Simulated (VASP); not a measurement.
NiO, 2 atoms in the cell. It takes space group Fm-3m (No. 225, cubic). The conventional cell has a = 4.217 Å, b = 4.217 Å, c = 4.217 Å, α = 90.00°, β = 90.00°, γ = 90.00°. Within 2.8 Å of Ni (site symmetry m-3m) lie 6 O at 2.11 Å. O (site symmetry m-3m) has 6 Ni at 2.11 Å within 2.8 Å. 

- Program: VASP 6.6.1
- Task: single point
- Functional: LDA
- Potentials or basis: VASP PAW LDA potentials, release 64 (Ni, O)
- Cutoff: 520 eV
- k mesh: 17 × 17 × 17
- Occupations: fermi-dirac, width 0.03 eV
- Spin: collinear spin, ferromagnetic start
- Starting moments: [1.5, 0.0] μB
- Dipole correction: no
- Further INCAR settings: ALGO = Normal; EDIFF = 1e-06; NBANDS = 19

Potentials or basis: VASP PAW LDA potentials, release 64 (Ni, O).

Command:

```sh
$ cat potpaw_LDA.64/Ni/POTCAR potpaw_LDA.64/O/POTCAR > POTCAR
$ mpirun -np 1 vasp_std > vasp.out
```

Hardware: 1 thread of Intel Xeon 8259CL, on a shared host.

How long does it take, and how much memory?

It took 4.2 min on 1 thread of Intel Xeon 8259CL, with other jobs on the host, peak memory 0.21 GiB. Counts: scf iterations 23, k points 165.
